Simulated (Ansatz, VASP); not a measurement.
## Be4Se: VASP beside Ansatz

The input INCAR:

```
SYSTEM = Be4Se
  ALGO = Normal
  EDIFF = 1E-6
  EDIFFG = -0.01
  ENCUT = 600
  GGA = PE
  IBRION = 2
  ISIF = 3
  ISMEAR = 0
  LASPH = .True.
  LCHARG = .False.
  LREAL = .False.
  LWAVE = .False.
  NELM = 80
  NSW = 100
  PREC = Accurate
  SIGMA = 0.1
```

KPOINTS

```
k-points
0
Gamma
  10 10 10
  0 0 0
```

File POSCAR:

```
Be4Se
1.0
    3.9985661251      0.0000000000      0.0000000000
    0.0000000000      3.9985661251      0.0000000000
    0.0000000000      0.0000000000      3.9985661251
Be Se
4 1
Direct
    0.3084111929      0.3084111929      0.3084111929
    0.6915888071      0.6915888071      0.3084111929
    0.6915888071      0.3084111929      0.6915888071
    0.3084111929      0.6915888071      0.6915888071
    0.0000000000      0.0000000000      0.0000000000
```

Input for Ansatz:

```yaml
crystal:
  lattice:
    - [3.9985661251, 0.0, 0.0]
    - [0.0, 3.9985661251, 0.0]
    - [0.0, 0.0, 3.9985661251]
  atoms:
    - { symbol: Be, position: [0.3084111929, 0.3084111929, 0.3084111929] }
    - { symbol: Be, position: [0.6915888071, 0.6915888071, 0.3084111929] }
    - { symbol: Be, position: [0.6915888071, 0.3084111929, 0.6915888071] }
    - { symbol: Be, position: [0.3084111929, 0.6915888071, 0.6915888071] }
    - { symbol: Se, position: [0.0, 0.0, 0.0] }
basis:
  ecutwfc: 420
kpoints:
  mp_grid: { grid: [10, 10, 10] }
hamiltonian:
  xc: pbe
scf:
  occupations: { method: gaussian, width: 0.1 }
output:
  forces: true
  stress: true
  eigenvalues: true
  write_density: true
  write_potential: true
  elf: true
  volumetric_format: npy
relax:
  adjacent_minimum: "off"
  f_tol: 0.01
  max_steps: 80
  cell: { stress_tol: 0.05 }
```

Change from the starting cell: ordered vacancies on the anion sites of cuprite (P-43m, No. 215).

Alike in both runs: task relaxation of cell and atoms; functional PBE; k mesh 10 × 10 × 10; occupations gaussian, width 0.1 eV; no spin polarisation.

|  | VASP | Ansatz |
| --- | --- | --- |
| version | VASP 6.6.1 | Ansatz 0.2.0 |
| potentials or method | VASP PAW PBE potentials, release 64 (Be, Se), cutoff 600 eV | scalar-relativistic, plane waves, PAW |
| valence electrons in the cell | 14 | 24 |

Ansatz gave:

* gap on the k mesh at the Fermi level, each at its own relaxed structure (eV): none
* relaxed volume (Å³/atom): 12.80
* relaxed cell length with the largest relative difference (Å): 4.000

Q: Which values does VASP return?

A: gap on the k mesh at the Fermi level, each at its own relaxed structure (eV): none; relaxed volume (Å³/atom): 12.83; relaxed cell length with the largest relative difference (Å): 4.003.

A gap of «none» marks a metal or a gap that the smearing closes. VASP's potentials hold 14 valence electrons a cell and Ansatz's 24, so a difference there can come from the potentials and not from the codes.
